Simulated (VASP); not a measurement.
# BeSe3 (P4/nmm) in VASP: relaxation of cell and atoms with PBE

Aim: the relaxation of cell and atoms of BeSe3 with PBE.

All numbers are computed with VASP 6.6.1; they aren't measurements. Logs are shortened: lines on timing, memory, paths and dates and some standing lists are left out, and cuts for length are marked.

## (1) The cell of the first run

It takes space group P4/nmm (No. 129, tetragonal). Conventional cell: a = 3.619 Å, b = 3.619 Å, c = 17.507 Å, α = 90.00°, β = 90.00°, γ = 90.00°. Be (site symmetry -4m2) has 4 Se at 2.26 Å and 4 Be at 2.56 Å within 3.0 Å. Within 3.0 Å of Se (site symmetry 4mm) lie 4 Be at 2.26 Å. Within 3.7 Å of Se (site symmetry 4mm) lie 8 Se at 2.66 to 3.62 Å. Se (site symmetry 4mm) has 8 Se at 2.66 to 3.62 Å within 3.7 Å.

## (2) Relaxation of cell and atoms, PBE

Contents of INCAR:

```
  ALGO = Normal
  EDIFF = 1E-7
  EDIFFG = -0.01
  ENCUT = 600
  GGA = PE
  IBRION = 2
  ISIF = 3
  ISMEAR = 0
  LASPH = True
  LCHARG = False
  LREAL = False
  LWAVE = False
  NELM = 100
  NSW = 100
  PREC = Accurate
  SIGMA = 0.1
```

Contents of KPOINTS:

```
k-points
0
Gamma
  8 8 2
```

Contents of POSCAR:

```
BeSe3
1.0
    3.6186433281      0.0000000000      0.0000000000
    0.0000000000      3.6186433281      0.0000000000
    0.0000000000      0.0000000000     17.5068703149
Be Se
2 6
Direct
    0.5000000000      0.5000000000      0.0000000000
    0.0000000000      0.0000000000      0.0000000000
    0.5000000000      0.0000000000      0.9225203637
    0.0000000000      0.5000000000      0.0774796363
    0.0000000000      0.5000000000      0.3438451219
    0.5000000000      0.0000000000      0.3849615671
    0.5000000000      0.0000000000      0.6561548781
    0.0000000000      0.5000000000      0.6150384329
```

Potentials or basis: VASP PAW PBE potentials, release 64 (Be, Se).

Launch:

```sh
$ cat potpaw_PBE.64/Be/POTCAR potpaw_PBE.64/Se/POTCAR > POTCAR
$ mpirun -np 1 vasp_std > vasp.out
```

OUTCAR:

```text
EDIFF = 1E-7
   EDIFFG = -0.01
   ENCUT = 600
   GGA = PE
   IBRION = 2
   ISIF = 3
   ISMEAR = 0
   LASPH = True
   LREAL = False
   NELM = 100
   NSW = 100
   PREC = Accurate

 ion  position               nearest neighbor table
   1  0.500  0.500  0.000-   3 2.26   4 2.26   3 2.26   4 2.26
   2  0.000  0.000  0.000-   3 2.26   4 2.26   4 2.26   3 2.26
   3  0.500  0.000  0.923-   1 2.26   2 2.26   1 2.26   2 2.26
   4  0.000  0.500  0.077-   1 2.26   2 2.26   2 2.26   1 2.26
   5  0.000  0.500  0.344-   6 2.66   6 2.66   6 2.66   6 2.66
   6  0.500  0.000  0.385-   5 2.66   5 2.66   5 2.66   5 2.66
   7  0.500  0.000  0.656-   8 2.66   8 2.66   8 2.66   8 2.66
   8  0.000  0.500  0.615-   7 2.66   7 2.66   7 2.66   7 2.66

  LATTYP: Found a simple tetragonal cell.
 ALAT       =     3.6186433281
 C/A-ratio  =     4.8379651509

  Lattice vectors:

 A1 = (   3.6186433281,   0.0000000000,   0.0000000000)
 A2 = (   0.0000000000,   3.6186433281,   0.0000000000)
 A3 = (   0.0000000000,   0.0000000000,  17.5068703149)

Analysis of symmetry for initial positions (statically):
=====================================================================
 Subroutine PRICEL returns:
 Original cell was already a primitive cell.

 Routine SETGRP: Setting up the symmetry group for a
 simple tetragonal supercell.

 Subroutine GETGRP returns: Found 16 space group operations
 (whereof  8 operations were pure point group operations)
 out of a pool of 16 trial point group operations.

The static configuration has the point symmetry D_2d.
 The point group associated with its full space group is D_4h.

Analysis of symmetry for dynamics (positions and initial velocities):
=====================================================================
 Subroutine PRICEL returns:
 Original cell was already a primitive cell.

 Routine SETGRP: Setting up the symmetry group for a
 simple tetragonal supercell.

 Subroutine GETGRP returns: Found 16 space group operations
 (whereof  8 operations were pure point group operations)
 out of a pool of 16 trial point group operations.

The dynamic configuration has the point symmetry D_2d.
 The point group associated with its full space group is D_4h.

 Subroutine INISYM returns: Found 16 space group operations
 (whereof  8 operations are pure point group operations),
 and found     1 'primitive' translations

----------------------------------------------------------------------------------------

                                     Primitive cell

  volume of cell :     229.2451

  direct lattice vectors                    reciprocal lattice vectors
     3.618643328  0.000000000  0.000000000     0.276346661  0.000000000  0.000000000
     0.000000000  3.618643328  0.000000000     0.000000000  0.276346661  0.000000000
     0.000000000  0.000000000 17.506870315     0.000000000  0.000000000  0.057120432

  length of vectors
     3.618643328  3.618643328 17.506870315     0.276346661  0.276346661  0.057120432

  position of ions in fractional coordinates (direct lattice)
     0.500000000  0.500000000  0.000000000
     0.000000000  0.000000000  0.000000000
     0.500000000  0.000000000  0.922520364
     0.000000000  0.500000000  0.077479636
     0.000000000  0.500000000  0.343845122
     0.500000000  0.000000000  0.384961567
     0.500000000  0.000000000  0.656154878
     0.000000000  0.500000000  0.615038433

  ion indices of the primitive-cell ions
   primitive index   ion index
                 1           1
                 2           2
                 3           3
                 4           4
                 5           5
                 6           6
[... 90 lines left out ...]
   EFERMI_NEDOS =   21; number of points for ismear=-14 and -15
   IALGO  =     38    algorithm
   IMIX   =      4    mixing-type and parameters
     AMIX     =   0.40;   BMIX     =  1.00
     AMIX_MAG =   1.60;   BMIX_MAG =  1.00
  volume/ion in A,a.u.               =      28.66       193.38
  Fermi-wavevector in a.u.,A,eV,Ry     =   0.914804  1.728729 11.386262  0.836867
  Thomas-Fermi vector in A             =   2.039473
   LORBIT       =      0    0 simple, 1 ext, 2 COOP (PROOUT), +10 PAW based schemes
   GGA     = PE    functional components
   LHFCALC =     F    Hartree Fock is set to
   AEXX    =    0.0000 exact exchange contribution
   IVDW    =     0    specifies the selected vdW correction
   LEPSILON=     F    determine dielectric tensor
   LRPA    =     F    only Hartree local field effects (RPA)
 conjugate gradient relaxation of ions
 non-spin polarized calculation
 Gauss-broadening in eV      SIGMA  =   0.10
  energy-cutoff  :      600.00
  volume of cell :      229.25
 maximum number of plane-waves:      7700
 NGX is ok and might be reduce to    30
   NGX = 15   NGY = 15   NGZ = 69

--------------------------------------- Ionic step        1  -------------------------------------------

 number of electron      40.0000001 magnetization

 Free energy of the ion-electron system (eV)
  ---------------------------------------------------
  ext. energy  EPLUGINS =         0.00000000
  ---------------------------------------------------
  free energy    TOTEN  =       -30.69114371 eV

  energy without entropy =      -30.68718272  energy(sigma->0) =      -30.68916321

------------------------ aborting loop because EDIFF is reached ----------------------------------------

  FORCE on cell =-STRESS in cart. coord.  units (eV):
  Direction    XX          YY          ZZ          XY          YZ          ZX
  --------------------------------------------------------------------------------------
  -------------------------------------------------------------------------------------
  Total        0.1026773      0.1026773      0.0967296      0.0000000      0.0000000      0.0000000
  in kB        0.7176043      0.7176043      0.6760361      0.0000000      0.0000000      0.0000000
  external PRESSURE =       0.7037482 kB  Pullay stress =       0.0000000 kB

 VOLUME and BASIS-vectors are now :
 -----------------------------------------------------------------------------
  energy-cutoff  :      600.00
  volume of cell :      229.25
      direct lattice vectors                 reciprocal lattice vectors
     3.618643328  0.000000000  0.000000000     0.276346661  0.000000000  0.000000000
     0.000000000  3.618643328  0.000000000     0.000000000  0.276346661  0.000000000
     0.000000000  0.000000000 17.506870315     0.000000000  0.000000000  0.057120432

 POSITION                                       TOTAL-FORCE (eV/Angst)
 -----------------------------------------------------------------------------------
      1.80932      1.80932      0.00000        -0.000000     -0.000000      0.000000
      0.00000      0.00000      0.00000        -0.000000      0.000000      0.000000
      1.80932      0.00000     16.15044         0.000000      0.000000     -0.033690
      0.00000      1.80932      1.35643        -0.000000      0.000000      0.033690
      0.00000      1.80932      6.01965         0.000000     -0.000000     -0.003404
      1.80932      0.00000      6.73947         0.000000      0.000000      0.003483
      1.80932      0.00000     11.48722        -0.000000      0.000000      0.003404
      0.00000      1.80932     10.76740        -0.000000      0.000000     -0.003483
 -----------------------------------------------------------------------------------
    total drift:                                0.000000      0.000000      0.000000

  FREE ENERGIE OF THE ION-ELECTRON SYSTEM (eV)
  ---------------------------------------------------
  free  energy   TOTEN  =       -30.6911437051 eV

  energy  without entropy=      -30.6871827182  energy(sigma->0) =      -30.68916321

--------------------------------------- Ionic step        2  -------------------------------------------

 number of electron      40.0000002 magnetization

 Free energy of the ion-electron system (eV)
  ---------------------------------------------------
  ext. energy  EPLUGINS =         0.00000000
  ---------------------------------------------------
  free energy    TOTEN  =       -30.69121841 eV

  energy without entropy =      -30.68725834  energy(sigma->0) =      -30.68923838

 E-fermi :   1.0970     XC(G=0):  -7.5761

 val. band max:        0.9109861945   @ k =   0.1250   0.0000   0.0000
 cond. band min:       1.1740603564   @ k =   0.0000   0.0000   0.5000
 fundamental gap:      0.2630741619
 Fermi energy:         1.0970273253

 k-point     1 :       0.0000    0.0000    0.0000
  band No.  band energies     occupation
      1     -14.4791      2.00000
      2     -14.4563      2.00000
      3     -12.8531      2.00000
      4     -11.6087      2.00000
      5      -8.7281      2.00000
      6      -8.6875      2.00000
[... 661 lines left out ...]
     24       2.8211      0.00000
     25       6.0208      0.00000

 [... further k-points ...]

------------------------ aborting loop because EDIFF is reached ----------------------------------------

  FORCE on cell =-STRESS in cart. coord.  units (eV):
  Direction    XX          YY          ZZ          XY          YZ          ZX
  --------------------------------------------------------------------------------------
  -------------------------------------------------------------------------------------
  Total       -0.0741030     -0.0741030     -0.0230649      0.0000000      0.0000000      0.0000000
  in kB       -0.5169581     -0.5169581     -0.1609054      0.0000000      0.0000000      0.0000000
  external PRESSURE =      -0.3982739 kB  Pullay stress =       0.0000000 kB

 VOLUME and BASIS-vectors are now :
 -----------------------------------------------------------------------------
  energy-cutoff  :      600.00
  volume of cell :      229.66
      direct lattice vectors                 reciprocal lattice vectors
     3.620883914  0.000000000  0.000000000     0.276175659 -0.000000000  0.000000000
     0.000000000  3.620883914  0.000000000     0.000000000  0.276175659  0.000000000
    -0.000000000  0.000000000 17.517082274     0.000000000 -0.000000000  0.057087133

 POSITION                                       TOTAL-FORCE (eV/Angst)
 -----------------------------------------------------------------------------------
      1.81044      1.81044      0.00000        -0.000000      0.000000     -0.000000
      3.62088      0.00000      0.00000        -0.000000     -0.000000     -0.000000
      1.81044      0.00000     16.15824        -0.000000     -0.000000      0.005948
      3.62088      1.81044      1.35884         0.000000      0.000000     -0.005948
     -0.00000      1.81044      6.02300        -0.000000     -0.000000      0.005802
      1.81044      0.00000      6.74357         0.000000     -0.000000     -0.005526
      1.81044      0.00000     11.49408         0.000000     -0.000000     -0.005802
      3.62088      1.81044     10.77351        -0.000000      0.000000      0.005526
 -----------------------------------------------------------------------------------
    total drift:                                0.000000      0.000000      0.000000

  FREE ENERGIE OF THE ION-ELECTRON SYSTEM (eV)
  ---------------------------------------------------
  free  energy   TOTEN  =       -30.6912184122 eV

  energy  without entropy=      -30.6872583422  energy(sigma->0) =      -30.68923838

 reached required accuracy - stopping structural energy minimisation
```

Wall time 3.3 min (1 thread of Intel Xeon 6975P-C (Granite Rapids), shared host); peak memory 0.47 GiB.

What came out:

```yaml
Free_energy: -30.6912 eV
Relaxed_volume: 28.71 Å³/atom
Relaxed_cell: a = 3.621 Å, b = 3.621 Å, c = 17.517 Å, α = 90.00°, β = 90.00°, γ = 90.00°
Space_group_after_relaxing_to_0.1_Å: P4/nmm (No. 129)
Energy_gained_by_relaxing: 0.0 meV/atom
Ionic_steps: 2
Pressure_after_relaxing: 0.0 GPa
Largest_force_after_relaxing: 0.006 eV/Å
Band_gap_on_the_k_mesh: zero (bands 20 and 21 overlap by 0.02 eV)
```

Forces in eV/Å, atoms in the order of the input:
```
Be   0.000  0.000  0.000
Be   0.000  0.000  0.000
Se   0.000  0.000  0.006
Se   0.000  0.000 -0.006
Se   0.000  0.000  0.006
Se   0.000  0.000 -0.006
Se   0.000  0.000 -0.006
Se   0.000  0.000  0.006
```

Final structure:
```yaml
crystal:
  lattice:
    - [3.62088, 0.00000, 0.00000]
    - [0.00000, 3.62088, 0.00000]
    - [0.00000, 0.00000, 17.51708]
  atoms:
    - { symbol: Be, position: [0.50000, 0.50000, 0.00000] }
    - { symbol: Be, position: [0.00000, 0.00000, 0.00000] }
    - { symbol: Se, position: [0.50000, 0.00000, 0.92243] }
    - { symbol: Se, position: [0.00000, 0.50000, 0.07757] }
    - { symbol: Se, position: [0.00000, 0.50000, 0.34384] }
    - { symbol: Se, position: [0.50000, 0.00000, 0.38497] }
    - { symbol: Se, position: [0.50000, 0.00000, 0.65616] }
    - { symbol: Se, position: [0.00000, 0.50000, 0.61503] }
```

Levels at points of the mesh, in eV from the Fermi level:
| k point | band 17 | band 18 | band 19 | band 20 | band 21 | band 22 | band 23 | band 24 |
| --- | --- | --- | --- | --- | --- | --- | --- | --- |
| (0.00, 0.00, 0.00) | -0.50 | -0.50 | -0.23 | 0.10 | 2.54 | 3.21 | 3.21 | 3.27 |
| (0.50, 0.00, 0.00) | -1.25 | -1.25 | -1.23 | -1.23 | 0.55 | 0.55 | 0.57 | 0.57 |
| (0.50, 0.50, 0.00) | -1.43 | -1.43 | -1.21 | -1.21 | 2.42 | 2.42 | 2.76 | 2.76 |
| (0.00, 0.00, 0.50) | -0.50 | -0.50 | -0.20 | 0.08 | 2.54 | 3.21 | 3.21 | 3.27 |
| (0.50, 0.00, 0.50) | -1.25 | -1.25 | -1.23 | -1.23 | 0.55 | 0.55 | 0.57 | 0.57 |
| (0.50, 0.50, 0.50) | -1.43 | -1.43 | -1.22 | -1.22 | 2.42 | 2.42 | 2.75 | 2.75 |

Caveat: semilocal functionals underestimate gaps, and a narrow one can read as zero; this functional lacks dispersion, which binds layers or chains, so the pressure and a relaxed spacing across them are unreliable.

The gap in the log of VASP goes by the Fermi energy; the results here count the filled bands.